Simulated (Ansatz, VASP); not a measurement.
Hf2H3 in VASP and in Ansatz

Contents of INCAR:

```
ALGO     = Normal         # electronic algorithm
EDIFF    = 1E-7           # SCF threshold, eV
ENCUT    = 520            # plane-wave cutoff, eV
GGA      = PE             # functional
ISIF     = 2              # what is computed and relaxed
ISMEAR   = 0              # smearing method
LASPH    = T              # aspherical terms in the spheres
LCHARG   = T              # write CHGCAR
LELF     = T              # ELF
LREAL    = F              # projectors in reciprocal space
LVHAR    = T            
LWAVE    = F              # write WAVECAR
NBANDS   = 20             # bands
NELM     = 60             # most SCF steps
PREC     = Accurate       # precision mode
SIGMA    = 0.1            # smearing width, eV
```

Contents of KPOINTS:

```
k-points
0
Gamma
  6 6 4
```

POSCAR

```
Hf2H3
1.0
    3.4666411700      0.0000000000      0.0000000000
   -1.7333205800      3.0021993200      0.0000000000
    0.0000000000      0.0000000000      6.7681162800
Hf H
2 3
Direct
    0.0000000000      0.0000000000      0.2294663400
    0.0000000000      0.0000000000      0.7705336600
    0.3333333300      0.6666666700      0.0000000000
    0.6666666700      0.3333333300      0.0000000000
    0.0000000000      0.0000000000      0.5000000000
```

Input for Ansatz:

```yaml
crystal:
  lattice:
    - [3.46664117, 0.0, 0.0]
    - [-1.73332058, 3.00219932, 0.0]
    - [0.0, 0.0, 6.76811628]
  atoms:
    - { symbol: Hf, position: [0.0, 0.0, 0.22946634] }
    - { symbol: Hf, position: [0.0, 0.0, 0.77053366] }
    - { symbol: H, position: [0.33333333, 0.66666667, 0.0] }
    - { symbol: H, position: [0.66666667, 0.33333333, 0.0] }
    - { symbol: H, position: [0.0, 0.0, 0.5] }
basis:
  ecutwfc: 420
kpoints:
  mp_grid: { grid: [6, 6, 4] }
hamiltonian:
  xc: pbe
scf:
  occupations: { method: gaussian, width: 0.1 }
  lower_state_search: "off"
output:
  forces: true
  stress: true
  eigenvalues: true
```

Alike in both runs: task single point; functional PBE; k mesh 6 × 6 × 4; occupations gaussian, width 0.1 eV; no spin polarisation.

|  | VASP | Ansatz |
| --- | --- | --- |
| version | VASP 6.6.1 | Ansatz 0.2.0 |
| potentials or method | VASP PAW PBE potentials, release 64 (Hf_pv, H), cutoff 520 eV | scalar-relativistic, plane waves, PAW |
| valence electrons in the cell | 23 | 55 |

VASP gave:

| Item | Value |
| --- | --- |
| gap on the k mesh at the Fermi level (eV) | none |
| pressure (GPa) | -13.5 |
| traceless stress, the component that is largest in VASP (GPa) | 4.79 |
| rms of the force components (eV/Å) | 0.181 |

**Question.** Which values does Ansatz return?

**Answer.** gap on the k mesh at the Fermi level (eV): none; pressure (GPa): -13.1; traceless stress, the component that is largest in VASP (GPa): 4.86; rms of the force components (eV/Å): 0.176.

Atom by atom the forces differ by 0.006 eV/Å (rms over components). A gap of «none» marks a metal or a gap that the smearing closes. The functional is the same, so the differences come from potentials, cutoffs and numerics. VASP's potentials hold 23 valence electrons a cell and Ansatz's 55, so a difference there can come from the potentials and not from the codes.

Neither program's run includes spin-orbit coupling.
